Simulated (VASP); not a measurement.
The system is Sn2O.

```
CELL_PARAMETERS angstrom
5.21169 0.00000 0.00000
0.00000 5.21169 0.00000
0.00000 0.00000 5.21169
ATOMIC_POSITIONS crystal
Sn 0.25000 0.25000 0.25000
Sn 0.75000 0.75000 0.25000
Sn 0.25000 0.75000 0.75000
Sn 0.75000 0.25000 0.75000
O 0.00000 0.00000 0.00000
O 0.50000 0.50000 0.50000
```

```yaml
Program: VASP 6.6.1
Task: relaxation of cell and atoms
Functional: PBEsol
Potentials_or_basis: VASP PAW PBE potentials, release 64 (Sn_d, O)
Cutoff: 600 eV
k_mesh: 8 × 8 × 8
Occupations: gaussian, width 0.1 eV
Spin: no spin polarisation
```

At the start: pressure -3.1 GPa; volume 23.59 Å³/atom.

Q: Where does the relaxation end?

A: Over 3 steps the energy falls by 13.0 meV/atom and the volume is 22.31 Å³/atom (-5.4 %); space group Pn-3m (No. 224, to 0.05 Å).

The path:
```csv
step,energy change (eV),largest force (eV/Å),pressure (GPa),volume (Å³)
1,0.0000,0.0000,-3.08,141.56
2,-0.0749,0.0000,0.66,132.47
3,-0.0778,0.0000,0.00,133.85
```

Final structure:
```
Sn O
1.0
     5.11526    0.00000    0.00000
     0.00000    5.11526    0.00000
     0.00000    0.00000    5.11526
Sn O
4 2
Direct
  0.25000 0.25000 0.25000
  0.75000 0.75000 0.25000
  0.25000 0.75000 0.75000
  0.75000 0.25000 0.75000
  0.00000 0.00000 0.00000
  0.50000 0.50000 0.50000
```

Caveat: the PAW data sets were made with another functional, which shifts forces and pressure a little.
